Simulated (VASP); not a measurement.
# PbS (P3_212) in VASP: a series of runs

The runs below take PbS through single point, relaxation of cell and atoms, with PBE.

Everything below comes from runs of VASP 6.6.1. Logs are shortened: lines on timing, memory, paths and dates and some standing lists are left out, and cuts for length are marked.

### Step 1. The cell of the first run

Symmetry: P3_212, No. 153, trigonal system. The conventional cell has a = 4.339 Å, b = 4.339 Å, c = 7.093 Å, α = 90.00°, β = 90.00°, γ = 120.00°. Within 3.3 Å of Pb (site symmetry 2) lie 5 S at 2.44 to 2.66 Å and 4 Pb at 3.17 to 3.25 Å. Within 3.3 Å of S (site symmetry 2) lie 5 Pb at 2.44 to 2.66 Å and 4 S at 3.17 to 3.25 Å.

The cell was generated, and may not be a known phase.

### Step 2. Single point, PBE

Contents of INCAR:

```
ALGO     = Normal         # electronic algorithm
EDIFF    = 1E-6           # SCF threshold, eV
ENCUT    = 520            # plane-wave cutoff, eV
GGA      = PE             # functional
ISIF     = 2              # what is computed and relaxed
ISMEAR   = 0              # smearing method
LASPH    = True           # aspherical terms in the spheres
LCHARG   = False          # write CHGCAR
LREAL    = False          # projectors in reciprocal space
LWAVE    = False          # write WAVECAR
NBANDS   = 39             # bands
NELM     = 60             # most SCF steps
PREC     = Accurate       # precision mode
SIGMA    = 0.1            # smearing width, eV
```

Contents of KPOINTS:

```
k-points
0
Gamma
  6 6 4
```

Contents of POSCAR:

```
PbS
1.0
    4.3391401000      0.0000000000      0.0000000000
   -2.1695700500      3.7578055600      0.0000000000
    0.0000000000      0.0000000000      7.0929922900
Pb S
3 3
Direct
    0.1620798500      0.8379201500      0.6666666700
    0.1620798500      0.3241597000      0.3333333300
    0.6758403000      0.8379201500      0.0000000000
    0.8379201500      0.1620798500      0.6666666700
    0.8379201500      0.6758403000      0.3333333300
    0.3241597000      0.1620798500      0.0000000000
```

Potentials or basis: VASP PAW PBE potentials, release 64 (Pb_d, S).

Command:

```
$ cat potpaw_PBE.64/Pb_d/POTCAR potpaw_PBE.64/S/POTCAR > POTCAR
$ mpirun -np 1 vasp_std > vasp.out
```

OUTCAR:

```text
EDIFF = 1E-6
   ENCUT = 520
   GGA = PE
   ISIF = 2
   ISMEAR = 0
   LASPH = True
   LREAL = False
   NELM = 60
   PREC = Accurate

 ion  position               nearest neighbor table
   1  0.162  0.838  0.667-   4 2.44   4 2.54   4 2.54   6 2.66   5 2.66   3 3.17   2 3.17   3 3.25
                             2 3.25
   2  0.162  0.324  0.333-   5 2.44   5 2.54   5 2.54   6 2.66   4 2.66   3 3.17   1 3.17   3 3.25
                             1 3.25
   3  0.676  0.838  0.000-   6 2.44   6 2.54   6 2.54   5 2.66   4 2.66   1 3.17   2 3.17   1 3.25
                             2 3.25
   4  0.838  0.162  0.667-   1 2.44   1 2.54   1 2.54   3 2.66   2 2.66
   5  0.838  0.676  0.333-   2 2.44   2 2.54   2 2.54   3 2.66   1 2.66
   6  0.324  0.162  0.000-   3 2.44   3 2.54   3 2.54   2 2.66   1 2.66

  LATTYP: Found a hexagonal cell.
 ALAT       =     4.3391401000
 C/A-ratio  =     1.6346539007

  Lattice vectors:

 A1 = (   4.3391401000,   0.0000000000,   0.0000000000)
 A2 = (  -2.1695700500,   3.7578055600,   0.0000000000)
 A3 = (   0.0000000000,   0.0000000000,   7.0929922900)

Analysis of symmetry for initial positions (statically):
=====================================================================
 Subroutine PRICEL returns:
 Original cell was already a primitive cell.

 Routine SETGRP: Setting up the symmetry group for a
 hexagonal supercell.

 Subroutine GETGRP returns: Found  6 space group operations
 (whereof  2 operations were pure point group operations)
 out of a pool of 24 trial point group operations.

The static configuration has the point symmetry C_2 .
 The point group associated with its full space group is D_3 .

Analysis of symmetry for dynamics (positions and initial velocities):
=====================================================================
 Subroutine PRICEL returns:
 Original cell was already a primitive cell.

 Routine SETGRP: Setting up the symmetry group for a
 hexagonal supercell.

 Subroutine GETGRP returns: Found  6 space group operations
 (whereof  2 operations were pure point group operations)
 out of a pool of 24 trial point group operations.

The dynamic configuration has the point symmetry C_2 .
 The point group associated with its full space group is D_3 .

 Subroutine INISYM returns: Found  6 space group operations
 (whereof  2 operations are pure point group operations),
[... 102 lines left out ...]
   NELM   =     60;   NELMIN=  2; NELMDL= -5     # of ELM steps
   EDIFF  = 0.1E-05   stopping-criterion for ELM
   LREAL  =      F    real-space projection
   EDIFFG = 0.1E-04   stopping-criterion for IOM
   NSW    =      0    number of steps for IOM
   IBRION =     -1    ionic relax: 0-MD 1-quasi-New 2-CG
   NFREE  =      0    steps in history (QN), initial steepest desc. (CG)
   ISIF   =      2    stress and relaxation
   ISYM   =      2    0-nonsym 1-usesym 2-fastsym
   POTIM  = 0.5000    time-step for ionic-motion
   TEBEG  =    0.0;   TEEND  =   0.0 temperature during run
   PSTRESS=    0.0 pullay stress
   NELECT =      60.0000    total number of electrons
   NUPDOWN=      -1.0000    fix difference up-down
   EMIN   =  10.00;   EMAX   =-10.00  energy-range for DOS
   EFERMI =   0.00;   METHOD = LEGACY
   ISMEAR =     0;   SIGMA  =   0.10  broadening in eV -4-tet -1-fermi 0-gaus
   EFERMI_NEDOS =   21; number of points for ismear=-14 and -15
   IALGO  =     38    algorithm
   IMIX   =      4    mixing-type and parameters
     AMIX     =   0.40;   BMIX     =  1.00
     AMIX_MAG =   1.60;   BMIX_MAG =  1.00
  volume/ion in A,a.u.               =      19.28       130.08
  Fermi-wavevector in a.u.,A,eV,Ry     =   1.315435  2.485812 23.543106  1.730370
  Thomas-Fermi vector in A             =   2.445618
   LORBIT       =      0    0 simple, 1 ext, 2 COOP (PROOUT), +10 PAW based schemes
   GGA     = PE    functional components
   LHFCALC =     F    Hartree Fock is set to
   AEXX    =    0.0000 exact exchange contribution
   IVDW    =     0    specifies the selected vdW correction
   LEPSILON=     F    determine dielectric tensor
   LRPA    =     F    only Hartree local field effects (RPA)
 non-spin polarized calculation
 Gauss-broadening in eV      SIGMA  =   0.10
  energy-cutoff  :      520.00
  volume of cell :      115.66
 maximum number of plane-waves:      3132
   NGX = 17   NGY = 17   NGZ = 27

 number of electron      60.0000005 magnetization

 Free energy of the ion-electron system (eV)
  ---------------------------------------------------
  ext. energy  EPLUGINS =         0.00000000
  ---------------------------------------------------
  free energy    TOTEN  =       -17.97713055 eV

  energy without entropy =      -17.96711823  energy(sigma->0) =      -17.97212439

 E-fermi :  10.2268     XC(G=0): -11.0853

 val. band max:       10.2252813555   @ k =   0.1667  -0.0000   0.5000
 cond. band min:      10.3130981197   @ k =   0.1667  -0.0000   0.2500
 fundamental gap:      0.0878167642
 Fermi energy:        10.2267922598

 k-point     1 :       0.0000    0.0000    0.0000
  band No.  band energies     occupation
      1      -8.0825      2.00000
      2      -8.0825      2.00000
      3      -7.8622      2.00000
      4      -7.7415      2.00000
      5      -7.7415      2.00000
      6      -7.7193      2.00000
[... 997 lines left out ...]
     38      16.2705      0.00000
     39      17.7919      0.00000

------------------------ aborting loop because EDIFF is reached ----------------------------------------

  FORCE on cell =-STRESS in cart. coord.  units (eV):
  Direction    XX          YY          ZZ          XY          YZ          ZX
  --------------------------------------------------------------------------------------
  -------------------------------------------------------------------------------------
  Total       37.5909080     37.5909080     31.0674634      0.0000000      0.0000000      0.0000000
  in kB      520.7459887    520.7459895    430.3768599      0.0000000      0.0000000      0.0000000
  external PRESSURE =     490.6229460 kB  Pullay stress =       0.0000000 kB

 VOLUME and BASIS-vectors are now :
 -----------------------------------------------------------------------------
  energy-cutoff  :      520.00
  volume of cell :      115.66
      direct lattice vectors                 reciprocal lattice vectors
     4.339140100  0.000000000  0.000000000     0.230460409  0.133056379  0.000000000
    -2.169570050  3.757805560  0.000000000     0.000000000  0.266112758  0.000000000
     0.000000000  0.000000000  7.092992290     0.000000000  0.000000000  0.140984222

 POSITION                                       TOTAL-FORCE (eV/Angst)
 -----------------------------------------------------------------------------------
     -1.11464      3.14874      4.72866         1.226006     -0.707835      0.000000
     -0.00000      1.21813      2.36433         0.000000      1.415670     -0.000000
      1.11464      3.14874      0.00000        -1.226006     -0.707835     -0.000000
      3.28421      0.60906      4.72866        -1.013644      0.585227      0.000000
      2.16957      2.53968      2.36433         0.000000     -1.170455     -0.000000
      1.05493      0.60906      0.00000         1.013644      0.585227     -0.000000
 -----------------------------------------------------------------------------------
    total drift:                               -0.000021      0.000000      0.000000

  FREE ENERGIE OF THE ION-ELECTRON SYSTEM (eV)
  ---------------------------------------------------
  free  energy   TOTEN  =       -17.9771305492 eV

  energy  without entropy=      -17.9671182266  energy(sigma->0) =      -17.97212439
```

OSZICAR:

```text
N       E                     dE             d eps       ncg     rms          rms(c)
DAV:   1     0.733907217502E+03    0.73391E+03   -0.28250E+04  1872   0.184E+03
DAV:   2     0.771006252071E+02   -0.65681E+03   -0.63701E+03  1900   0.499E+02
DAV:   3    -0.140198548574E+02   -0.91120E+02   -0.87622E+02  2352   0.205E+02
DAV:   4    -0.191417547593E+02   -0.51219E+01   -0.50859E+01  2361   0.477E+01
DAV:   5    -0.193152017240E+02   -0.17345E+00   -0.17335E+00  2475   0.886E+00    0.210E+01
DAV:   6    -0.180131951060E+02    0.13020E+01   -0.25188E+00  2888   0.149E+01    0.130E+01
DAV:   7    -0.180222012706E+02   -0.90062E-02   -0.16123E+00  2984   0.652E+00    0.201E+00
DAV:   8    -0.179774141089E+02    0.44787E-01   -0.41930E-01  2888   0.569E+00    0.196E+00
DAV:   9    -0.179772948817E+02    0.11923E-03   -0.34772E-02  2724   0.128E+00    0.742E-01
DAV:  10    -0.179770036858E+02    0.29120E-03   -0.39878E-03  2938   0.477E-01    0.251E-01
DAV:  11    -0.179771288429E+02   -0.12516E-03   -0.38368E-04  2587   0.159E-01    0.126E-01
DAV:  12    -0.179771298333E+02   -0.99032E-06   -0.72407E-05  2912   0.733E-02    0.120E-02
DAV:  13    -0.179771322786E+02   -0.24453E-05   -0.25956E-05  2196   0.239E-02    0.768E-03
DAV:  14    -0.179771307472E+02    0.15314E-05   -0.29275E-06  1777   0.191E-02    0.391E-03
DAV:  15    -0.179771305492E+02    0.19795E-06   -0.95619E-07  1357   0.616E-03
   1 F= -.17977131E+02 E0= -.17972124E+02  d E =-.100123E-01
```

Wall time 3 min (1 thread of Intel Xeon 8259CL, shared host); peak memory 0.27 GiB.

Results:

| Property | Result |
| --- | --- |
| Free energy | -17.9771 eV |
| Pressure | 49.1 GPa |
| Largest force | 1.416 eV/Å |
| Band gap on the k mesh | zero (bands 30 and 31 overlap by 1.84 eV) |

Forces in eV/Å, atoms in the order of the input:
```
Pb   1.226 -0.708  0.000
Pb   0.000  1.416  0.000
Pb  -1.226 -0.708  0.000
S   -1.014  0.585  0.000
S    0.000 -1.170  0.000
S    1.014  0.585  0.000
```

Stress tensor (GPa, compression positive):
```
52.07  0.00  0.00
 0.00 52.07  0.00
 0.00  0.00 43.04
```

Caveat: the stress differs along the axes, from 43 to 52 GPa; spin-orbit coupling is left out, which moves the levels of the heavy elements; forces of over 1 eV/Å act on the atoms, so gaps and moduli don't describe the material at rest.

### Step 3. Single point, PBE

This run uses another cell than the first one, of 30.35 Å³/atom.

Contents of INCAR:

```
PREC = Accurate ; ENCUT = 520
EDIFF = 1E-6 ; ISMEAR = 0
SIGMA = 0.1 ; LREAL = False
LASPH = True ; NELM = 60
ALGO = Normal ; ISIF = 2
LWAVE = False ; LCHARG = True
GGA = PE ; LELF = True
LVHAR = True ; NBANDS = 39
```

Contents of KPOINTS:

```
regular mesh
0
Gamma
  6 6 4
```

Contents of POSCAR:

```
PbS
1.0
    4.9824806034      0.0000000000      0.0000000000
   -2.4912403017      4.3149547764      0.0000000000
    0.0000000000      0.0000000000      8.4713471945
Pb S
3 3
Direct
    0.1584747262      0.8415252738      0.6666666667
    0.1584747262      0.3169494523      0.3333333333
    0.6830505477      0.8415252738      0.0000000000
    0.8343266380      0.1656733620      0.6666666667
    0.8343266380      0.6686532761      0.3333333333
    0.3313467239      0.1656733620      0.0000000000
```

Potentials or basis: VASP PAW PBE potentials, release 64 (Pb_d, S).

Command:

```
$ cat potpaw_PBE.64/Pb_d/POTCAR potpaw_PBE.64/S/POTCAR > POTCAR
$ mpirun -np 1 vasp_std > vasp.out
```

It took 5.5 min on 1 thread of Intel Xeon 8259CL, shared host; peak memory 0.38 GiB.

Results (log left out):

```
Free energy            : -24.7813 eV
Pressure               : 0.0 GPa
Largest force          : 0.010 eV/Å
Band gap on the k mesh : 0.24 eV (least direct gap 0.37 eV)
```

Forces on the atoms (eV/Å):
```
Pb  -0.005  0.003  0.000
Pb   0.000 -0.005  0.000
Pb   0.005  0.003  0.000
S    0.008 -0.005  0.000
S    0.000  0.010  0.000
S   -0.008 -0.005  0.000
```

Stress tensor (GPa, compression positive):
```
-0.02  0.00  0.00
 0.00 -0.02  0.00
 0.00  0.00  0.10
```

Levels at points of the mesh, in eV from the valence-band top:
| k point | band 27 | band 28 | band 29 | band 30 | band 31 | band 32 | band 33 | band 34 |
| --- | --- | --- | --- | --- | --- | --- | --- | --- |
| (0.00, 0.00, 0.00) | -2.26 | -2.22 | -2.22 | -1.45 | 1.08 | 1.08 | 1.37 | 2.11 |
| (0.50, 0.00, 0.00) | -1.85 | -1.59 | -1.14 | -0.85 | 0.91 | 1.54 | 2.78 | 2.90 |
| (0.00, 0.00, 0.50) | -2.30 | -2.12 | -1.19 | -1.19 | 0.40 | 1.52 | 1.52 | 2.48 |
| (0.50, 0.00, 0.50) | -2.18 | -1.60 | -1.55 | -0.83 | 1.40 | 1.64 | 1.94 | 2.83 |

Caveat: spin-orbit coupling is left out, which moves the levels of the heavy elements. A k mesh can miss the band edges.

### Step 4. Relaxation of cell and atoms, PBE

Contents of INCAR:

```
ALGO     = Normal         # electronic algorithm
EDIFF    = 1E-6           # SCF threshold, eV
EDIFFG   = -0.04          # ionic threshold
ENCUT    = 600            # plane-wave cutoff, eV
GGA      = PE             # functional
IBRION   = 2              # ionic algorithm
ISIF     = 3              # what is computed and relaxed
ISMEAR   = 0              # smearing method
LASPH    = True           # aspherical terms in the spheres
LCHARG   = False          # write CHGCAR
LREAL    = False          # projectors in reciprocal space
LWAVE    = False          # write WAVECAR
NELM     = 100            # most SCF steps
NSW      = 90             # ionic steps
PREC     = Accurate       # precision mode
SIGMA    = 0.1            # smearing width, eV
```

Contents of KPOINTS:

```
k-points
0
Gamma
  6 6 4
```

Contents of POSCAR:

```
PbS
1.0
    4.3391401000      0.0000000000      0.0000000000
   -2.1695700500      3.7578055600      0.0000000000
    0.0000000000      0.0000000000      7.0929922900
Pb S
3 3
Direct
    0.1620798500      0.8379201500      0.6666666700
    0.1620798500      0.3241597000      0.3333333300
    0.6758403000      0.8379201500      0.0000000000
    0.8379201500      0.1620798500      0.6666666700
    0.8379201500      0.6758403000      0.3333333300
    0.3241597000      0.1620798500      0.0000000000
```

Command:

```
$ cat potpaw_PBE.64/Pb_d/POTCAR potpaw_PBE.64/S/POTCAR > POTCAR
$ mpirun -np 1 vasp_std > vasp.out
```

Wall time 20 min (1 thread of Intel Xeon 8259CL, shared host); peak memory 0.33 GiB.

It converged, with:

| Item | Value |
| --- | --- |
| Free energy | -24.7570 eV |
| Relaxed volume | 30.39 Å³/atom |
| Relaxed cell | a = 4.972 Å, b = 4.972 Å, c = 8.517 Å, α = 90.00°, β = 90.00°, γ = 120.00° |
| Space group after relaxing (to 0.1 Å) | P3_212 (No. 153) |
| Energy gained by relaxing | 1129.7 meV/atom |
| Ionic steps | 9 |
| Pressure after relaxing | 0.1 GPa |
| Largest force after relaxing | 0.038 eV/Å |
| Band gap on the k mesh | 0.17 eV (least direct gap 0.30 eV) |

Forces in eV/Å, atoms in the order of the input:
```
Pb  -0.033  0.019  0.000
Pb   0.000 -0.038  0.000
Pb   0.033  0.019  0.000
S   -0.025  0.014  0.000
S    0.000 -0.028  0.000
S    0.025  0.014  0.000
```

Stress tensor (GPa, compression positive):
```
 0.14  0.00  0.00
 0.00  0.14  0.00
 0.00  0.00 -0.05
```

Step by step:
```csv
step,energy change (eV),largest force (eV/Å),pressure (GPa),volume (Å³)
1,0.0000,1.4155,49.13,115.66
2,-4.5307,0.5294,-7.20,245.35
3,-6.6467,0.4009,0.28,177.38
4,-6.6452,0.4115,-0.08,178.80
5,-6.7164,0.3141,-0.20,180.33
6,-6.7731,0.0796,-0.09,184.08
7,-6.7774,0.0713,-0.17,183.29
8,-6.7774,0.0623,-0.16,183.37
9,-6.7785,0.0377,0.08,182.35
```

Final structure:
```xyz
6
Lattice="4.9722 0.0000 0.0000 -2.4861 4.3060 0.0000 0.0000 0.0000 8.5167" Properties=species:S:1:pos:R:3 pbc="T T T"
Pb   -1.2822    3.6109    5.6778
Pb    0.0000    1.3902    2.8389
Pb    1.2822    3.6109    0.0000
S     3.7584    0.7008    5.6778
S     2.4861    2.9045    2.8389
S     1.2137    0.7008    0.0000
```

Levels at points of the mesh, in eV from the valence-band top:
| k point | band 26 | band 27 | band 28 | band 29 | band 30 | band 31 | band 32 | band 33 | band 34 | band 35 |
| --- | --- | --- | --- | --- | --- | --- | --- | --- | --- | --- |
| (0.00, 0.00, 0.00) | -2.85 | -2.28 | -2.23 | -2.23 | -1.42 | 1.11 | 1.11 | 1.40 | 2.06 | 2.06 |
| (0.50, 0.00, 0.00) | -2.74 | -1.85 | -1.64 | -1.16 | -0.85 | 0.92 | 1.57 | 2.78 | 2.91 | 3.19 |
| (0.00, 0.00, 0.50) | -2.31 | -2.31 | -2.14 | -1.20 | -1.20 | 0.46 | 1.51 | 1.51 | 2.50 | 2.50 |
| (0.50, 0.00, 0.50) | -2.24 | -2.17 | -1.60 | -1.56 | -0.83 | 1.39 | 1.58 | 1.93 | 2.85 | 3.80 |

Caveat: the volume moved by over 15 % at a fixed basis, so the end points are rough; spin-orbit coupling is left out, which moves the levels of the heavy elements.

(Continued in part 2 of 2.)

The gap in the log of VASP goes by the Fermi energy; the results here count the filled bands.